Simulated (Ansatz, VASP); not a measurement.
**Pd in VASP and in Ansatz**

The input INCAR:

```
SYSTEM = Pd
ALGO     = Normal         ! electronic algorithm
EDIFF    = 1E-6           ! SCF threshold, eV
ENCUT    = 520            ! plane-wave cutoff, eV
GGA      = PE             ! functional
ISIF     = 2              ! what is computed and relaxed
ISMEAR   = -1             ! smearing method
LASPH    = .TRUE.         ! aspherical terms in the spheres
LCHARG   = .TRUE.         ! write CHGCAR
LELF     = .TRUE.         ! ELF
LREAL    = .FALSE.        ! projectors in reciprocal space
LVHAR    = .TRUE.       
LWAVE    = .FALSE.        ! write WAVECAR
NBANDS   = 11             ! bands
NELM     = 60             ! most SCF steps
PREC     = Accurate       ! precision mode
SIGMA    = 0.05           ! smearing width, eV
```

File KPOINTS:

```
k-points
0
G
  18 18 18
  0 0 0
```

Contents of POSCAR:

```
Pd
1.0
    0.0000000000      1.9383952691      1.9383952691
    1.9383952691      0.0000000000      1.9383952691
    1.9383952691      1.9383952691      0.0000000000
Pd
1
Direct
    0.0000000000      0.0000000000      0.0000000000
```

Input for Ansatz:

```yaml
crystal:
  lattice:
    - [0.0, 1.9383952691, 1.9383952691]
    - [1.9383952691, 0.0, 1.9383952691]
    - [1.9383952691, 1.9383952691, 0.0]
  atoms:
    - { symbol: Pd, position: [0.0, 0.0, 0.0] }
kpoints:
  mp_grid: { grid: [18, 18, 18] }
  band_path:
    path:
      - [0.0, 0.0, 0.0]
      - [0.5, 0.0, 0.5]
      - [0.625, 0.25, 0.625]
      - [0.375, 0.375, 0.75]
      - [0.0, 0.0, 0.0]
      - [0.5, 0.5, 0.5]
      - [0.5, 0.25, 0.75]
      - [0.5, 0.0, 0.5]
    npoints: 5
scf:
  occupations: { method: fermi_dirac, width: 0.05 }
hamiltonian:
  xc: pbe
  pseudopotentials: { kind: all_electron, lapw: { basis_error: 0.00025 } }
output:
  forces: true
  stress: true
  eigenvalues: true
```

Change from the starting cell: volume scaled by 0.99.

Alike in both runs: task single point; functional PBE; k mesh 18 × 18 × 18; occupations fermi-dirac, width 0.05 eV; no spin polarisation.

```csv
,VASP,Ansatz
version,VASP 6.6.1,Ansatz 0.2.0
potentials or method,"VASP PAW PBE potentials, release 64 (Pd), cutoff 520 eV","all-electron LAPW, scalar-relativistic"
```

```csv
,VASP,Ansatz,Ansatz less VASP
pressure (GPa),9.4,9.7,+0.27
```

Ansatz ran all-electron here, and VASP with PAW potentials.
